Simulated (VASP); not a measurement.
A run of VASP 6.6.1 is set up as follows.

The input INCAR:

```
PREC     = Accurate       # precision mode
ENCUT    = 520            # plane-wave cutoff, eV
EDIFF    = 1E-7           # SCF threshold, eV
ISMEAR   = 0              # smearing method
SIGMA    = 0.1            # smearing width, eV
LREAL    = F              # projectors in reciprocal space
LASPH    = T              # aspherical terms in the spheres
NELM     = 80             # most SCF steps
ALGO     = Normal         # electronic algorithm
ISIF     = 2              # what is computed and relaxed
LWAVE    = F              # write WAVECAR
LCHARG   = T              # write CHGCAR
GGA      = PE             # functional
LELF     = T              # ELF
LVHAR    = T            
NBANDS   = 19             # bands
```

The input KPOINTS:

```
regular mesh
0
Gamma
  6 6 4
```

The input POSCAR:

```
Be2CdS
1.0
    3.4377615000      0.0000000000      0.0000000000
   -1.7188807500      2.9771887900      0.0000000000
    0.0000000000      0.0000000000      5.9865043800
Be Cd S
2 1 1
Direct
    0.3333333300      0.6666666700      0.0000000000
    0.6666666700      0.3333333300      0.0000000000
    0.0000000000      0.0000000000      0.0000000000
    0.0000000000      0.0000000000      0.5000000000
```

Potentials or basis: VASP PAW PBE potentials, release 64 (Be, Cd, S).

Command:

```console
$ cat potpaw_PBE.64/Be/POTCAR potpaw_PBE.64/Cd/POTCAR potpaw_PBE.64/S/POTCAR > POTCAR
$ mpirun -np 1 vasp_std > vasp.out
```

**Question.** Predict the pressure.

**Answer.** 45.0 GPa.

**Question.** Predict the band gap on the k mesh.

**Answer.** Zero (band 11 reaches 4.50 eV, above the bottom of band 12 at 1.45 eV).

Stress tensor (GPa, compression positive):
```
70.22  0.00  0.00
 0.00 70.22  0.00
 0.00  0.00 -5.48
```
